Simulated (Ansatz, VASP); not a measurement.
One calculation of MnHg, two programs

Contents of INCAR:

```
PREC     = Accurate       # precision mode
ENCUT    = 520            # plane-wave cutoff, eV
EDIFF    = 1E-7           # SCF threshold, eV
ISMEAR   = -1             # smearing method
SIGMA    = 0.1            # smearing width, eV
LREAL    = F              # projectors in reciprocal space
LASPH    = T              # aspherical terms in the spheres
NELM     = 80             # most SCF steps
ALGO     = Normal         # electronic algorithm
ISIF     = 2              # what is computed and relaxed
LWAVE    = F              # write WAVECAR
LCHARG   = T              # write CHGCAR
GGA      = PE             # functional
LELF     = T              # ELF
LVHAR    = T            
NBANDS   = 20             # bands
```

File KPOINTS:

```
Automatic mesh
0
Gamma
  10 10 10
```

POSCAR

```
MnHg
1.0
    3.1401942063      0.0000000000      0.0000000000
    0.0000000000      3.1401942063      0.0000000000
    0.0000000000      0.0000000000      3.1401942063
Mn Hg
1 1
Direct
    0.5000000000      0.5000000000      0.5000000000
    0.0000000000      0.0000000000      0.0000000000
```

Input for Ansatz:

```yaml
crystal:
  lattice:
    - [3.1401942063, 0.0, 0.0]
    - [0.0, 3.1401942063, 0.0]
    - [0.0, 0.0, 3.1401942063]
  atoms:
    - { symbol: Mn, position: [0.5, 0.5, 0.5] }
    - { symbol: Hg, position: [0.0, 0.0, 0.0] }
kpoints:
  mp_grid: { grid: [10, 10, 10] }
scf:
  occupations: { method: fermi_dirac, width: 0.1 }
  lower_state_search: "off"
hamiltonian:
  xc: pbe
  pseudopotentials: { kind: paw }
output:
  forces: true
  stress: true
  eigenvalues: true
  write_density: true
  write_potential: true
  elf: true
  volumetric_format: npy
```

Change from the starting cell: volume scaled by 0.85, no spin polarisation, PAW files.

Alike in both runs: task single point; functional PBE; k mesh 10 × 10 × 10; occupations fermi-dirac, width 0.1 eV; no spin polarisation.

|  | VASP | Ansatz |
| --- | --- | --- |
| version | VASP 6.6.1 | Ansatz 0.2.0 |
| potentials or method | VASP PAW PBE potentials, release 64 (Mn_pv, Hg) | PAW with Ansatz's default frozen-core files, scalar-relativistic |
| plane-wave cutoff (eV) | 520 | 420 |
| valence electrons in the cell | 25 | 35 |

```csv
,VASP,Ansatz,Ansatz less VASP
pressure (GPa),2.8,1.5,-1.31
```

The functional is the same, so the differences come from potentials, cutoffs and numerics. VASP's potentials hold 25 valence electrons a cell and Ansatz's 35, so a difference there can come from the potentials and not from the codes.

Spin-orbit coupling is off throughout.
